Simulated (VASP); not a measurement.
# Na (Im-3m) in VASP: notebook

Na is run at these levels: PBE; tasks: single point.

All numbers are computed with VASP 6.6.1; they aren't measurements. Logs are shortened: lines on timing, memory, paths and dates and some standing lists are left out, and cuts for length are marked.

## (1) The cell of the first run

The structure is cubic, space group Im-3m (No. 229). The conventional cell has a = 4.282 Å, b = 4.282 Å, c = 4.282 Å, α = 90.00°, β = 90.00°, γ = 90.00°. Na (site symmetry m-3m) has 14 Na at 3.71 to 4.28 Å within 4.9 Å.

## (2) Single point, PBE

Input file INCAR:

```
SYSTEM = Na
ALGO = Normal ; EDIFF = 1E-6
ENCUT = 500 ; GGA = PE
GGA_COMPAT = .False. ; ISIF = 2
ISMEAR = 0 ; LASPH = .True.
LCHARG = .False. ; LREAL = .False.
LWAVE = .False. ; NBANDS = 10
NELM = 120 ; PREC = Accurate
SIGMA = 0.1
```

Input file KPOINTS:

```
k-points
0
Gamma
  6 6 6
  0 0 0
```

Input file POSCAR:

```
Na
1.0
   -2.1410000000      2.1410000000      2.1410000000
    2.1410000000     -2.1410000000      2.1410000000
    2.1410000000      2.1410000000     -2.1410000000
Na
1
Direct
    0.0000000000      0.0000000000      0.0000000000
```

Potentials or basis: VASP PAW PBE potentials, release 64 (Na_pv).

On the command line:

```console
cat potpaw_PBE.64/Na_pv/POTCAR > POTCAR
mpirun -np 1 vasp_std > vasp.out
```

OUTCAR:

```text
SYSTEM = Na
   EDIFF = 1E-6
   ENCUT = 500
   GGA = PE
   ISIF = 2
   ISMEAR = 0
   LASPH = .True.
   LREAL = .False.
   NELM = 120
   PREC = Accurate

 ion  position               nearest neighbor table
   1  0.000  0.000  0.000-

  LATTYP: Found a body centered cubic cell.
 ALAT       =     4.2820000000

  Lattice vectors:

 A1 = (  -2.1410000000,   2.1410000000,   2.1410000000)
 A2 = (   2.1410000000,  -2.1410000000,   2.1410000000)
 A3 = (   2.1410000000,   2.1410000000,  -2.1410000000)

Analysis of symmetry for initial positions (statically):
=====================================================================
 Subroutine PRICEL returns:
 Original cell was already a primitive cell.

 Routine SETGRP: Setting up the symmetry group for a
 body centered cubic supercell.

 Subroutine GETGRP returns: Found 48 space group operations
 (whereof 48 operations were pure point group operations)
 out of a pool of 48 trial point group operations.

The static configuration has the point symmetry O_h .

Analysis of symmetry for dynamics (positions and initial velocities):
=====================================================================
 Subroutine PRICEL returns:
 Original cell was already a primitive cell.

 Routine SETGRP: Setting up the symmetry group for a
 body centered cubic supercell.

 Subroutine GETGRP returns: Found 48 space group operations
 (whereof 48 operations were pure point group operations)
 out of a pool of 48 trial point group operations.

The dynamic configuration has the point symmetry O_h .

 Subroutine INISYM returns: Found 48 space group operations
 (whereof 48 operations are pure point group operations),
 and found     1 'primitive' translations

----------------------------------------------------------------------------------------

                                     Primitive cell

  volume of cell :      39.2564

  direct lattice vectors                    reciprocal lattice vectors
    -2.141000000  2.141000000  2.141000000     0.000000000  0.233535731  0.233535731
     2.141000000 -2.141000000  2.141000000     0.233535731  0.000000000  0.233535731
     2.141000000  2.141000000 -2.141000000     0.233535731  0.233535731  0.000000000

  length of vectors
     3.708320779  3.708320779  3.708320779     0.330269398  0.330269398  0.330269398

  position of ions in fractional coordinates (direct lattice)
     0.000000000  0.000000000  0.000000000

  ion indices of the primitive-cell ions
   primitive index   ion index
                 1           1

----------------------------------------------------------------------------------------

 KPOINTS: k-points

Automatic generation of k-mesh.
 Grid dimensions read from file:
 generate k-points for:    6    6    6

 Generating k-lattice:

  Cartesian coordinates                     Fractional coordinates (reciprocal lattice)
     0.000000000  0.038922622  0.038922622     0.166666667  0.000000000  0.000000000
     0.038922622  0.000000000  0.038922622     0.000000000  0.166666667  0.000000000
     0.038922622  0.038922622  0.000000000     0.000000000  0.000000000  0.166666667

  Length of vectors
     0.055044900  0.055044900  0.055044900

  Shift w.r.t. Gamma in fractional coordinates (k-lattice)
     0.000000000  0.000000000  0.000000000

 Subroutine IBZKPT returns following result:
 ===========================================

 Found     16 irreducible k-points:

 Following reciprocal coordinates:
            Coordinates               Weight
  0.000000  0.000000  0.000000      1.000000
  0.166667  0.000000  0.000000     12.000000
  0.333333  0.000000  0.000000     12.000000
  0.500000  0.000000  0.000000      6.000000
  0.166667  0.166667  0.000000     24.000000
  0.333333  0.166667  0.000000     48.000000
[... 8 lines left out ...]
  0.500000  0.500000  0.333333     12.000000
  0.500000  0.500000  0.500000      1.000000
   k-points           NKPTS =     16   k-points in BZ     NKDIM =     16   number of bands    NBANDS=     10
   number of dos      NEDOS =    301   number of ions     NIONS =      1
   total plane-waves  NPLWV =  21952
   dimension x,y,z NGX =    28 NGY =   28 NGZ =   28
   dimension x,y,z NGXF=    56 NGYF=   56 NGZF=   56
   ions per type =               1
   NGX,Y,Z   is equivalent  to a cutoff of  12.55, 12.55, 12.55 a.u.
   NGXF,Y,Z  is equivalent  to a cutoff of  25.11, 25.11, 25.11 a.u.
 SYSTEM =  Na
   PREC   = accura    normal or accurate (medium, high low for compatibility)
   ISTART =      0    job   : 0-new  1-cont  2-samecut
   ICHARG =      2    charge: 1-file 2-atom 10-const
   ISPIN  =      1    spin polarized calculation?
   LNONCOLLINEAR =      F non collinear calculations
   LSORBIT =      F    spin-orbit coupling
   LASPH  =      T    aspherical Exc in radial PAW
   ENCUT  =  500.0 eV  36.75 Ry    6.06 a.u.   6.76  6.76  6.76*2*pi/ulx,y,z
   NELM   =    120;   NELMIN=  2; NELMDL= -5     # of ELM steps
   EDIFF  = 0.1E-05   stopping-criterion for ELM
   LREAL  =      F    real-space projection
   EDIFFG = 0.1E-04   stopping-criterion for IOM
   NSW    =      0    number of steps for IOM
   IBRION =     -1    ionic relax: 0-MD 1-quasi-New 2-CG
   NFREE  =      0    steps in history (QN), initial steepest desc. (CG)
   ISIF   =      2    stress and relaxation
   ISYM   =      2    0-nonsym 1-usesym 2-fastsym
   POTIM  = 0.5000    time-step for ionic-motion
   TEBEG  =    0.0;   TEEND  =   0.0 temperature during run
   PSTRESS=    0.0 pullay stress
   NELECT =       7.0000    total number of electrons
   NUPDOWN=      -1.0000    fix difference up-down
   EMIN   =  10.00;   EMAX   =-10.00  energy-range for DOS
   EFERMI =   0.00;   METHOD = LEGACY
   ISMEAR =     0;   SIGMA  =   0.10  broadening in eV -4-tet -1-fermi 0-gaus
   EFERMI_NEDOS =   21; number of points for ismear=-14 and -15
   IALGO  =     38    algorithm
   IMIX   =      4    mixing-type and parameters
     AMIX     =   0.40;   BMIX     =  1.00
     AMIX_MAG =   1.60;   BMIX_MAG =  1.00
  volume/ion in A,a.u.               =      39.26       264.91
  Fermi-wavevector in a.u.,A,eV,Ry     =   0.921448  1.741284 11.552251  0.849066
  Thomas-Fermi vector in A             =   2.046866
   LORBIT       =      0    0 simple, 1 ext, 2 COOP (PROOUT), +10 PAW based schemes
   GGA     = PE    functional components
   LHFCALC =     F    Hartree Fock is set to
   AEXX    =    0.0000 exact exchange contribution
   IVDW    =     0    specifies the selected vdW correction
   LEPSILON=     F    determine dielectric tensor
   LRPA    =     F    only Hartree local field effects (RPA)
 non-spin polarized calculation
 Gauss-broadening in eV      SIGMA  =   0.10
  energy-cutoff  :      500.00
  volume of cell :       39.26
 maximum number of plane-waves:      1006
   NGX = 13   NGY = 13   NGZ = 13

 number of electron       7.0000011 magnetization

 Free energy of the ion-electron system (eV)
  ---------------------------------------------------
  ext. energy  EPLUGINS =         0.00000000
  ---------------------------------------------------
  free energy    TOTEN  =        -1.27887418 eV

  energy without entropy =       -1.26649081  energy(sigma->0) =       -1.27268250

 E-fermi :   0.1961     XC(G=0):  -6.3556

 val. band max:       -0.2367312415   @ k =   0.1667   0.1667   0.1667
 cond. band min:       0.2072211513   @ k =   0.3333   0.1667   0.0000
 fundamental gap:      0.4439523929
 Fermi energy:         0.1960976062

 k-point     1 :       0.0000    0.0000    0.0000
  band No.  band energies     occupation
      1     -24.7793      2.00000
      2     -24.7793      2.00000
      3     -24.7793      2.00000
      4      -2.9906      2.00000
      5      11.5342      0.00000
      6      11.5343      0.00000
      7      11.5343      0.00000
      8      12.5035      0.00000
      9      12.5035      0.00000
     10      13.0360      0.00000

 k-point     2 :       0.1667    0.0000    0.0000
  band No.  band energies     occupation
      1     -24.7866      2.00000
      2     -24.7818      2.00000
      3     -24.7793      2.00000
      4      -2.5218      2.00000
      5       7.9601      0.00000
      6       9.9072      0.00000
      7      10.3405      0.00000
      8      10.7260      0.00000
      9      11.5230      0.00000
     10      13.4448      0.00000

 k-point     3 :       0.3333    0.0000    0.0000
  band No.  band energies     occupation
      1     -24.8010      2.00000
      2     -24.7867      2.00000
      3     -24.7792      2.00000
      4      -1.1389      2.00000
      5       4.1773      0.00000
      6       8.5879      0.00000
      7       9.2947      0.00000
      8       9.5073      0.00000
      9      10.5230      0.00000
     10      14.5825      0.00000

 k-point     4 :       0.5000    0.0000    0.0000
  band No.  band energies     occupation
      1     -24.8081      2.00000
      2     -24.7892      2.00000
      3     -24.7792      2.00000
      4       0.9130      0.00000
      5       1.3244      0.00000
      6       8.1416      0.00000
      7       8.9409      0.00000
      8       9.1022      0.00000
      9      10.1068      0.00000
     10      15.8030      0.00000

 k-point     5 :       0.1667    0.1667    0.0000
  band No.  band energies     occupation
      1     -24.7964      2.00000
      2     -24.7848      2.00000
      3     -24.7809      2.00000
      4      -1.5961      2.00000
      5       6.0062      0.00000
      6       6.6404      0.00000
      7       9.0715      0.00000
      8      11.1764      0.00000
      9      11.9948      0.00000
     10      14.1625      0.00000

 k-point     6 :       0.3333    0.1667    0.0000
  band No.  band energies     occupation
      1     -24.8045      2.00000
      2     -24.7905      2.00000
      3     -24.7815      2.00000
      4       0.2072      0.87500
      5       2.8749      0.00000
      6       5.5310      0.00000
      7       8.2550      0.00000
      8      10.7074      0.00000
      9      12.9764      0.00000
     10      13.7276      0.00000

 k-point     7 :       0.3333    0.3333    0.0000
  band No.  band energies     occupation
      1     -24.7992      2.00000
      2     -24.7992      2.00000
      3     -24.7829      2.00000
      4       2.1757      0.00000
      5       2.1757      0.00000
      6       3.0434      0.00000
      7       7.8281      0.00000
      8      12.4838      0.00000
      9      12.4838      0.00000
     10      13.6955      0.00000

 k-point     8 :       0.1667    0.1667    0.1667
  band No.  band energies     occupation
      1     -24.8020      2.00000
      2     -24.7857      2.00000
      3     -24.7857      2.00000
      4      -0.2367      2.00000
      5       4.7205      0.00000
      6       4.7205      0.00000
      7       5.9961      0.00000
      8      14.6714      0.00000
      9      14.6714      0.00000
     10      15.2245      0.00000

 k-point     9 :       0.3333    0.1667    0.1667
  band No.  band energies     occupation
      1     -24.8006      2.00000
      2     -24.7923      2.00000
      3     -24.7861      2.00000
      4       1.7531      0.00000
      5       2.1865      0.00000
      6       4.2931      0.00000
      7       5.2979      0.00000
      8      14.6881      0.00000
      9      14.9151      0.00000
     10      16.5204      0.00000

 k-point    10 :      -0.1667    0.1667    0.1667
  band No.  band energies     occupation
      1     -24.7878      2.00000
      2     -24.7843      2.00000
      3     -24.7843      2.00000
      4      -2.0570      2.00000
      5       8.0935      0.00000
      6       8.0935      0.00000
      7       8.2267      0.00000
      8       9.8904      0.00000
      9      12.4342      0.00000
     10      13.9100      0.00000

 k-point    11 :      -0.3333    0.3333    0.1667
  band No.  band energies     occupation
      1     -24.7997      2.00000
      2     -24.7894      2.00000
      3     -24.7848      2.00000
      4      -0.6854      2.00000
      5       4.5812      0.00000
      6       6.8755      0.00000
      7       7.6677      0.00000
      8      10.0866      0.00000
      9      11.8366      0.00000
     10      13.0507      0.00000

 k-point    12 :       0.5000    0.5000    0.1667
  band No.  band energies     occupation
      1     -24.8062      2.00000
      2     -24.7920      2.00000
      3     -24.7845      2.00000
      4       1.3334      0.00000
      5       1.7807      0.00000
      6       6.4687      0.00000
      7       7.2725      0.00000
      8      11.4609      0.00000
      9      11.6284      0.00000
     10      12.0231      0.00000

 k-point    13 :      -0.3333    0.5000    0.1667
  band No.  band energies     occupation
      1     -24.8027      2.00000
      2     -24.7963      2.00000
      3     -24.7868      2.00000
      4       1.0846      0.00000
      5       3.4488      0.00000
      6       4.1481      0.00000
      7       8.6051      0.00000
      8       9.4651      0.00000
      9      11.3872      0.00000
     10      12.1069      0.00000

 k-point    14 :      -0.3333    0.3333    0.3333
  band No.  band energies     occupation
      1     -24.7983      2.00000
      2     -24.7949      2.00000
      3     -24.7949      2.00000
      4       0.6533      0.00000
      5       5.5044      0.00000
      6       5.6729      0.00000
      7       5.6729      0.00000
      8       7.2439      0.00000
      9      11.3956      0.00000
     10      15.1216      0.00000

 k-point    15 :       0.5000    0.5000    0.3333
  band No.  band energies     occupation
      1     -24.8023      2.00000
      2     -24.7976      2.00000
      3     -24.7951      2.00000
      4       2.6001      0.00000
      5       3.0706      0.00000
      6       5.2724      0.00000
      7       5.8084      0.00000
      8       7.7473      0.00000
      9       9.1976      0.00000
     10      15.1714      0.00000

 k-point    16 :       0.5000    0.5000    0.5000
  band No.  band energies     occupation
      1     -24.8004      2.00000
      2     -24.8004      2.00000
      3     -24.8004      2.00000
      4       4.5960      0.00000
      5       4.5960      0.00000
      6       4.8740      0.00000
      7       4.8740      0.00000
      8       4.8740      0.00000
      9       7.3938      0.00000
     10      18.9649      0.00000

------------------------ aborting loop because EDIFF is reached ----------------------------------------

  FORCE on cell =-STRESS in cart. coord.  units (eV):
  Direction    XX          YY          ZZ          XY          YZ          ZX
  --------------------------------------------------------------------------------------
  -------------------------------------------------------------------------------------
  Total       -0.0893135     -0.0893135     -0.0893135      0.0000000     -0.0000000      0.0000000
  in kB       -3.6451707     -3.6451707     -3.6451707      0.0000000     -0.0000000      0.0000000
  external PRESSURE =      -3.6451707 kB  Pullay stress =       0.0000000 kB

 VOLUME and BASIS-vectors are now :
 -----------------------------------------------------------------------------
  energy-cutoff  :      500.00
  volume of cell :       39.26
      direct lattice vectors                 reciprocal lattice vectors
    -2.141000000  2.141000000  2.141000000     0.000000000  0.233535731  0.233535731
     2.141000000 -2.141000000  2.141000000     0.233535731  0.000000000  0.233535731
     2.141000000  2.141000000 -2.141000000     0.233535731  0.233535731  0.000000000

 POSITION                                       TOTAL-FORCE (eV/Angst)
 -----------------------------------------------------------------------------------
      0.00000      0.00000      0.00000         0.000000     -0.000000     -0.000000
 -----------------------------------------------------------------------------------
    total drift:                               -0.000000     -0.000000     -0.000000

  FREE ENERGIE OF THE ION-ELECTRON SYSTEM (eV)
  ---------------------------------------------------
  free  energy   TOTEN  =        -1.2788741814 eV

  energy  without entropy=       -1.2664908104  energy(sigma->0) =       -1.27268250
```

It took 7.1 s on 1 thread of Intel Xeon 8259CL, shared host; peak memory 0.15 GiB.

Results:

```
Free energy            : -1.2789 eV
Pressure               : -0.4 GPa
Band gap on the k mesh : zero (an odd number of electrons rules out a gap without spin polarisation)
```

Levels at points of the mesh, in eV from the Fermi level:
| k point | band 1 | band 2 | band 3 | band 4 | band 5 | band 6 | band 7 | band 8 |
| --- | --- | --- | --- | --- | --- | --- | --- | --- |
| (0.00, 0.00, 0.00) | -24.98 | -24.98 | -24.98 | -3.19 | 11.34 | 11.34 | 11.34 | 12.31 |
| (0.50, 0.00, 0.00) | -25.00 | -24.99 | -24.98 | 0.72 | 1.13 | 7.95 | 8.74 | 8.91 |
| (0.50, 0.50, 0.50) | -25.00 | -25.00 | -25.00 | 4.40 | 4.40 | 4.68 | 4.68 | 4.68 |

(Part 1 of 2 ends here.)
